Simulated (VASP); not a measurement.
# Ir (I4/mmm) in VASP: notebook

Runs on Ir. Level: r2SCAN. Tasks: single point.

All numbers are computed with VASP 6.6.1; they aren't measurements. Logs are shortened: lines on timing, memory, paths and dates and some standing lists are left out, and cuts for length are marked.

**1. The cell of the first run**

It takes space group I4/mmm (No. 139, tetragonal). The conventional cell has a = 2.932 Å, b = 2.932 Å, c = 3.686 Å, α = 90.00°, β = 90.00°, γ = 90.00°. Within 3.7 Å of Ir (site symmetry 4/mmm) lie 14 Ir at 2.77 to 3.69 Å.

**2. Single point, r2SCAN (strain +0.080 along x and y, -0.040 along z)**

Contents of POSCAR:

```
Ir
1.0
    0.0000000000      2.0732760000      1.8429120000
    2.0732760000      0.0000000000      1.8429120000
    2.0732760000      2.0732760000      0.0000000000
Ir
1
Direct
    0.0000000000      0.0000000000      0.0000000000
```

Contents of INCAR.step1:

```
SYSTEM = Ir
PREC = Accurate
ENCUT = 520
ISMEAR = 0
SIGMA = 0.15
LREAL = .FALSE.
LASPH = .TRUE.
NELM = 60
NBANDS = 10
GGA = PE
ALGO = Normal
EDIFF = 1E-4
LWAVE = .TRUE.
LCHARG = .FALSE.
```

Contents of INCAR.step2:

```
SYSTEM = Ir
PREC = Accurate
ENCUT = 520
EDIFF = 1E-6
ISMEAR = 0
SIGMA = 0.15
LREAL = .FALSE.
LASPH = .TRUE.
NELM = 60
ALGO = Normal
ISIF = 2
LWAVE = .FALSE.
LCHARG = .FALSE.
METAGGA = R2SCAN
LMIXTAU = .TRUE.
NBANDS = 10
ISTART = 1
```

Contents of KPOINTS:

```
regular mesh
0
G
  22 22 22
  0 0 0
```

Potentials or basis: VASP PAW PBE potentials, release 64 (Ir).

The run is started by

```console
cat potpaw_PBE.64/Ir/POTCAR > POTCAR
cp INCAR.step1 INCAR
mpirun -np 1 vasp_std > vasp.out
cp INCAR.step2 INCAR
mpirun -np 1 vasp_std > vasp.out
```

OUTCAR:

```text
SYSTEM = Ir
   PREC = Accurate
   ENCUT = 520
   EDIFF = 1E-6
   ISMEAR = 0
   LREAL = .FALSE.
   LASPH = .TRUE.
   NELM = 60
   ISIF = 2
   METAGGA = R2SCAN
   ISTART = 1

 ion  position               nearest neighbor table
   1  0.000  0.000  0.000-

  LATTYP: Found a body centered tetragonal cell.
 ALAT       =     2.9320550377
 C/A-ratio  =     1.2570787221

  Lattice vectors:

 A1 = (   0.0000000000,  -2.0732760000,  -1.8429120000)
 A2 = (   0.0000000000,   2.0732760000,  -1.8429120000)
 A3 = (   2.0732760000,   0.0000000000,   1.8429120000)

Analysis of symmetry for initial positions (statically):
=====================================================================
 Subroutine PRICEL returns:
 Original cell was already a primitive cell.

 Routine SETGRP: Setting up the symmetry group for a
 body centered tetragonal supercell.

 Subroutine GETGRP returns: Found 16 space group operations
 (whereof 16 operations were pure point group operations)
 out of a pool of 16 trial point group operations.

The static configuration has the point symmetry D_4h.

Analysis of symmetry for dynamics (positions and initial velocities):
=====================================================================
 Subroutine PRICEL returns:
 Original cell was already a primitive cell.

 Routine SETGRP: Setting up the symmetry group for a
 body centered tetragonal supercell.

 Subroutine GETGRP returns: Found 16 space group operations
 (whereof 16 operations were pure point group operations)
 out of a pool of 16 trial point group operations.

The dynamic configuration has the point symmetry D_4h.

 Subroutine INISYM returns: Found 16 space group operations
 (whereof 16 operations are pure point group operations),
 and found     1 'primitive' translations

----------------------------------------------------------------------------------------

                                     Primitive cell

  volume of cell :      15.8434

  direct lattice vectors                    reciprocal lattice vectors
     0.000000000  2.073276000  1.842912000    -0.241164225  0.241164225  0.271309753
     2.073276000  0.000000000  1.842912000     0.241164225 -0.241164225  0.271309753
     2.073276000  2.073276000  0.000000000     0.241164225  0.241164225 -0.271309753

  length of vectors
     2.773949894  2.773949894  2.932055038     0.435808845  0.435808845  0.435808845

  position of ions in fractional coordinates (direct lattice)
     0.000000000  0.000000000  0.000000000

  ion indices of the primitive-cell ions
   primitive index   ion index
                 1           1

----------------------------------------------------------------------------------------

 KPOINTS: regular mesh

Automatic generation of k-mesh.
 Grid dimensions read from file:
 generate k-points for:   22   22   22

 Generating k-lattice:

  Cartesian coordinates                     Fractional coordinates (reciprocal lattice)
    -0.010962010  0.010962010  0.012332262     0.045454545  0.000000000  0.000000000
     0.010962010 -0.010962010  0.012332262     0.000000000  0.045454545  0.000000000
     0.010962010  0.010962010 -0.012332262     0.000000000  0.000000000  0.045454545

  Length of vectors
     0.019809493  0.019809493  0.019809493

  Shift w.r.t. Gamma in fractional coordinates (k-lattice)
     0.000000000  0.000000000  0.000000000

 Subroutine IBZKPT returns following result:
 ===========================================

 Found    834 irreducible k-points:

 Following reciprocal coordinates:
            Coordinates               Weight
  0.000000  0.000000  0.000000      1.000000
  0.045455  0.000000  0.000000      8.000000
  0.090909  0.000000  0.000000      8.000000
  0.136364 -0.000000  0.000000      8.000000
  0.181818  0.000000  0.000000      8.000000
  0.227273 -0.000000  0.000000      8.000000
[... 16 lines left out ...]
  0.500000  0.045455  0.000000      8.000000
 -0.454545  0.045455  0.000000      8.000000
 [... further k-points ...]
   k-points           NKPTS =    834   k-points in BZ     NKDIM =    834   number of bands    NBANDS=     10
   number of dos      NEDOS =    301   number of ions     NIONS =      1
   total plane-waves  NPLWV =  13824
   dimension x,y,z NGX =    24 NGY =   24 NGZ =   24
   dimension x,y,z NGXF=    48 NGYF=   48 NGZF=   48
   ions per type =               1
   NGX,Y,Z   is equivalent  to a cutoff of  14.38, 14.38, 13.61 a.u.
   NGXF,Y,Z  is equivalent  to a cutoff of  28.77, 28.77, 27.22 a.u.
 SYSTEM =  Ir
   PREC   = accura    normal or accurate (medium, high low for compatibility)
   ISTART =      1    job   : 0-new  1-cont  2-samecut
   ICHARG =      0    charge: 1-file 2-atom 10-const
   ISPIN  =      1    spin polarized calculation?
   LNONCOLLINEAR =      F non collinear calculations
   LSORBIT =      F    spin-orbit coupling
   LASPH  =      T    aspherical Exc in radial PAW
   ENCUT  =  520.0 eV  38.22 Ry    6.18 a.u.   5.16  5.16  5.45*2*pi/ulx,y,z
   NELM   =     60;   NELMIN=  2; NELMDL=  0     # of ELM steps
   EDIFF  = 0.1E-05   stopping-criterion for ELM
   LREAL  =      F    real-space projection
   EDIFFG = 0.1E-04   stopping-criterion for IOM
   NSW    =      0    number of steps for IOM
   IBRION =     -1    ionic relax: 0-MD 1-quasi-New 2-CG
   NFREE  =      0    steps in history (QN), initial steepest desc. (CG)
   ISIF   =      2    stress and relaxation
   ISYM   =      2    0-nonsym 1-usesym 2-fastsym
   POTIM  = 0.5000    time-step for ionic-motion
   TEBEG  =    0.0;   TEEND  =   0.0 temperature during run
   PSTRESS=    0.0 pullay stress
   NELECT =       9.0000    total number of electrons
   NUPDOWN=      -1.0000    fix difference up-down
   EMIN   =  10.00;   EMAX   =-10.00  energy-range for DOS
   EFERMI =   0.00;   METHOD = LEGACY
   ISMEAR =     0;   SIGMA  =   0.15  broadening in eV -4-tet -1-fermi 0-gaus
   EFERMI_NEDOS =   21; number of points for ismear=-14 and -15
   IALGO  =     38    algorithm
   IMIX   =      4    mixing-type and parameters
     AMIX     =   0.40;   BMIX     =  1.00
     AMIX_MAG =   1.60;   BMIX_MAG =  1.00
  volume/ion in A,a.u.               =      15.84       106.92
  Fermi-wavevector in a.u.,A,eV,Ry     =   1.355833  2.562152 25.011344  1.838282
  Thomas-Fermi vector in A             =   2.482887
   LORBIT       =      0    0 simple, 1 ext, 2 COOP (PROOUT), +10 PAW based schemes
   METAGGA = R2SCAN    functional components
   LHFCALC =     F    Hartree Fock is set to
   AEXX    =    0.0000 exact exchange contribution
   IVDW    =     0    specifies the selected vdW correction
   LEPSILON=     F    determine dielectric tensor
   LRPA    =     F    only Hartree local field effects (RPA)
 non-spin polarized calculation
 Gauss-broadening in eV      SIGMA  =   0.15
  energy-cutoff  :      520.00
  volume of cell :       15.84
 maximum number of plane-waves:       439
 NGX is ok and might be reduce to    24
   NGX = 11   NGY = 11   NGZ = 11

 number of electron       8.9999999 magnetization

 Free energy of the ion-electron system (eV)
  ---------------------------------------------------
  ext. energy  EPLUGINS =         0.00000000
  ---------------------------------------------------
  free energy    TOTEN  =       -52.09130010 eV

  energy without entropy =      -52.07704012  energy(sigma->0) =      -52.08417011

 E-fermi :   8.2640     XC(G=0): -14.5453

 val. band max:        8.2634415431   @ k =  -0.4545   0.4091   0.0455
 cond. band min:       8.2662430547   @ k =  -0.4091   0.0909   0.4545
 fundamental gap:      0.0028015115
 Fermi energy:         8.2639513257

 k-point     1 :       0.0000    0.0000    0.0000
  band No.  band energies     occupation
      1      -1.9907      2.00000
      2       4.6435      2.00000
      3       4.6435      2.00000
      4       5.8801      2.00000
      5       6.3285      2.00000
      6       7.8904      1.99957
      7      23.8517      0.00000
      8      27.7482      0.00000
      9      27.7482      0.00000
     10      31.1478      0.00000

 k-point     2 :       0.0455    0.0000    0.0000
  band No.  band energies     occupation
      1      -1.9044      2.00000
      2       4.6389      2.00000
      3       4.6777      2.00000
      4       5.8734      2.00000
      5       6.3229      2.00000
      6       7.8589      1.99987
      7      23.9845      0.00000
      8      27.5968      0.00000
      9      27.8755      0.00000
     10      30.8145      0.00000

 k-point     3 :       0.0909    0.0000    0.0000
  band No.  band energies     occupation
      1      -1.6504      2.00000
      2       4.6155      2.00000
      3       4.7636      2.00000
      4       5.8686      2.00000
      5       6.3248      2.00000
      6       7.7747      2.00000
      7      24.3538      0.00000
      8      27.0058      0.00000
      9      28.2497      0.00000
     10      30.5411      0.00000

 k-point     4 :       0.1364   -0.0000    0.0000
  band No.  band energies     occupation
      1      -1.2455      2.00000
      2       4.5599      2.00000
      3       4.8493      2.00000
      4       5.8945      2.00000
      5       6.3916      2.00000
      6       7.6678      2.00000
      7      24.8623      0.00000
      8      25.9577      0.00000
      9      28.8478      0.00000
     10      30.7893      0.00000
[... 222 lines left out ...]
 k-point    22 :       0.4545    0.0455    0.0000
  band No.  band energies     occupation
      1       1.1662      2.00000
      2       4.2664      2.00000
      3       5.6071      2.00000
      4       6.9166      2.00000
      5       9.0223      0.00000
      6       9.3774      0.00000
      7      15.6889      0.00000
      8      23.2459      0.00000
      9      26.9769      0.00000
     10      30.0054      0.00000

 k-point    23 :       0.5000    0.0455    0.0000
  band No.  band energies     occupation
      1       1.1664      2.00000
      2       4.2259      2.00000
      3       5.5445      2.00000
      4       7.3664      2.00000
      5       9.2813      0.00000
      6       9.4687      0.00000
      7      14.9826      0.00000
      8      23.0962      0.00000
      9      26.8254      0.00000
     10      29.5499      0.00000

 k-point    24 :      -0.4545    0.0455    0.0000
  band No.  band energies     occupation
      1       1.1657      2.00000
      2       4.2340      2.00000
      3       5.5218      2.00000
      4       7.3673      2.00000
      5       9.1446      0.00000
      6       9.3267      0.00000
      7      15.2594      0.00000
      8      23.1392      0.00000
      9      27.1277      0.00000
     10      29.4043      0.00000

 [... further k-points ...]
[... 5 lines left out ...]
  --------------------------------------------------------------------------------------
  -------------------------------------------------------------------------------------
  Total       -3.6553015     -3.6553015     -0.8020624      0.0000000     -0.0000000     -0.0000000
  in kB     -369.6450982   -369.6450982    -81.1091647      0.0000000     -0.0000000     -0.0000000
  external PRESSURE =    -273.4664537 kB  Pullay stress =       0.0000000 kB

 VOLUME and BASIS-vectors are now :
 -----------------------------------------------------------------------------
  energy-cutoff  :      520.00
  volume of cell :       15.84
      direct lattice vectors                 reciprocal lattice vectors
     0.000000000  2.073276000  1.842912000    -0.241164225  0.241164225  0.271309753
     2.073276000  0.000000000  1.842912000     0.241164225 -0.241164225  0.271309753
     2.073276000  2.073276000  0.000000000     0.241164225  0.241164225 -0.271309753

 POSITION                                       TOTAL-FORCE (eV/Angst)
 -----------------------------------------------------------------------------------
      0.00000      0.00000      0.00000         0.000000     -0.000000     -0.000000
 -----------------------------------------------------------------------------------
    total drift:                               -0.000000      0.000000     -0.000000

  FREE ENERGIE OF THE ION-ELECTRON SYSTEM (eV)
  ---------------------------------------------------
  free  energy   TOTEN  =       -52.0913000978 eV

  energy  without entropy=      -52.0770401239  energy(sigma->0) =      -52.08417011
```

Run time: 4.1 min. Hardware: 1 thread of Intel Xeon 6975P-C, shared host; peak memory 0.27 GiB.

What came out:

| Quantity | Value |
| --- | --- |
| Free energy | -52.0913 eV |
| Pressure | -27.3 GPa |

Caveat: the cell differs from its parent crystal (strain +0.080 along x and y, -0.040 along z); the PAW data sets were made with another functional, which shifts forces and pressure a little; spin-orbit coupling is left out, which moves the levels of the heavy elements.

**3. Single point, r2SCAN (strain +0.080 along x and y, +0.000 along z)**

Contents of POSCAR:

```
Ir
1.0
    0.0000000000      2.0732760000      1.9197000000
    2.0732760000      0.0000000000      1.9197000000
    2.0732760000      2.0732760000      0.0000000000
Ir
1
Direct
    0.0000000000      0.0000000000      0.0000000000
```

Contents of INCAR.step1:

```
SYSTEM = Ir
ALGO = Normal ; EDIFF = 1E-4
ENCUT = 520 ; GGA = PE
ISMEAR = 0 ; LASPH = .TRUE.
LCHARG = .FALSE. ; LREAL = .FALSE.
LWAVE = .TRUE. ; NBANDS = 10
NELM = 80 ; PREC = Accurate
SIGMA = 0.15
```

Contents of INCAR.step2:

```
SYSTEM = Ir
ALGO = Normal ; EDIFF = 1E-6
ENCUT = 520 ; ISIF = 2
ISMEAR = 0 ; ISTART = 1
LASPH = .TRUE. ; LCHARG = .FALSE.
LMIXTAU = .TRUE. ; LREAL = .FALSE.
LWAVE = .FALSE. ; METAGGA = R2SCAN
NBANDS = 10 ; NELM = 80
PREC = Accurate ; SIGMA = 0.15
```

Contents of KPOINTS:

```
k-points
0
G
  22 22 22
  0 0 0
```

Potentials or basis: VASP PAW PBE potentials, release 64 (Ir).

The run is started by

```console
cat potpaw_PBE.64/Ir/POTCAR > POTCAR
cp INCAR.step1 INCAR
mpirun -np 1 vasp_std > vasp.out
cp INCAR.step2 INCAR
mpirun -np 1 vasp_std > vasp.out
```

OUTCAR:

```text
SYSTEM = Ir
   EDIFF = 1E-6
   ENCUT = 520
   ISIF = 2
   ISMEAR = 0
   ISTART = 1
   LASPH = .TRUE.
   LREAL = .FALSE.
   METAGGA = R2SCAN
   NELM = 80
   PREC = Accurate

 ion  position               nearest neighbor table
   1  0.000  0.000  0.000-

  LATTYP: Found a body centered tetragonal cell.
 ALAT       =     2.9320550377
 C/A-ratio  =     1.3094570022

  Lattice vectors:

 A1 = (   0.0000000000,  -2.0732760000,  -1.9197000000)
 A2 = (   0.0000000000,   2.0732760000,  -1.9197000000)
 A3 = (   2.0732760000,   0.0000000000,   1.9197000000)

Analysis of symmetry for initial positions (statically):
=====================================================================
 Subroutine PRICEL returns:
 Original cell was already a primitive cell.

 Routine SETGRP: Setting up the symmetry group for a
 body centered tetragonal supercell.

 Subroutine GETGRP returns: Found 16 space group operations
 (whereof 16 operations were pure point group operations)
 out of a pool of 16 trial point group operations.

The static configuration has the point symmetry D_4h.

[... 158 lines left out ...]

 E-fermi :   7.6573     XC(G=0): -14.2715

 val. band max:        7.6556693574   @ k =  -0.2727   0.1364   0.0909
 cond. band min:       7.6572911599   @ k =   0.4091   0.1364   0.0455
 fundamental gap:      0.0016218026
 Fermi energy:         7.6572530972

 k-point     1 :       0.0000    0.0000    0.0000
  band No.  band energies     occupation
      1      -2.1961      2.00000
      2       4.3184      2.00000
      3       4.3184      2.00000
      4       5.1154      2.00000
      5       6.1016      2.00000
      6       7.1075      2.00000
      7      23.1195      0.00000
      8      27.3249      0.00000
      9      27.3249      0.00000
     10      29.3097      0.00000
[... 287 lines left out ...]
 k-point    24 :      -0.4545    0.0455    0.0000
  band No.  band energies     occupation
      1       0.9146      2.00000
      2       4.0720      2.00000
      3       4.8309      2.00000
      4       6.8545      2.00000
      5       8.5027      0.00000
      6       8.6181      0.00000
      7      14.1870      0.00000
      8      22.6727      0.00000
      9      26.4685      0.00000
     10      27.7491      0.00000

 [... further k-points ...]
[... 5 lines left out ...]
  --------------------------------------------------------------------------------------
  -------------------------------------------------------------------------------------
  Total       -4.3471166     -4.3471166     -2.5063027      0.0000000      0.0000000      0.0000000
  in kB     -422.0211981   -422.0211981   -243.3136713      0.0000000      0.0000000      0.0000000
  external PRESSURE =    -362.4520225 kB  Pullay stress =       0.0000000 kB

 VOLUME and BASIS-vectors are now :
 -----------------------------------------------------------------------------
  energy-cutoff  :      520.00
  volume of cell :       16.50
      direct lattice vectors                 reciprocal lattice vectors
     0.000000000  2.073276000  1.919700000    -0.241164225  0.241164225  0.260457363
     2.073276000  0.000000000  1.919700000     0.241164225 -0.241164225  0.260457363
     2.073276000  2.073276000  0.000000000     0.241164225  0.241164225 -0.260457363

 POSITION                                       TOTAL-FORCE (eV/Angst)
 -----------------------------------------------------------------------------------
      0.00000      0.00000      0.00000         0.000000      0.000000      0.000000
 -----------------------------------------------------------------------------------
    total drift:                               -0.000000      0.000000      0.000000

  FREE ENERGIE OF THE ION-ELECTRON SYSTEM (eV)
  ---------------------------------------------------
  free  energy   TOTEN  =       -52.0233487102 eV

  energy  without entropy=      -52.0086431108  energy(sigma->0) =      -52.01599591
```

OUTCAR.step1:

```text
SYSTEM = Ir
   EDIFF = 1E-4
   ENCUT = 520
   GGA = PE
   ISMEAR = 0
   LASPH = .TRUE.
[... 531 lines left out ...]
 -----------------------------------------------------------------------------------
      0.00000      0.00000      0.00000        -0.000000     -0.000000      0.000000
 -----------------------------------------------------------------------------------
    total drift:                               -0.000000      0.000000     -0.000000

  FREE ENERGIE OF THE ION-ELECTRON SYSTEM (eV)
  ---------------------------------------------------
  free  energy   TOTEN  =        -8.5813052156 eV

  energy  without entropy=       -8.5658286622  energy(sigma->0) =       -8.57356694
```

It took 2.5 min on 1 thread of Intel Xeon 6975P-C, shared host; peak memory 0.28 GiB.

Results:

```yaml
Free_energy: -52.0233 eV
Pressure: -36.2 GPa
```

Caveat: the cell differs from its parent crystal (strain +0.080 along x and y, +0.000 along z); the PAW data sets were made with another functional, which shifts forces and pressure a little; spin-orbit coupling is left out, which moves the levels of the heavy elements.

(Part 1 of 3 ends here.)
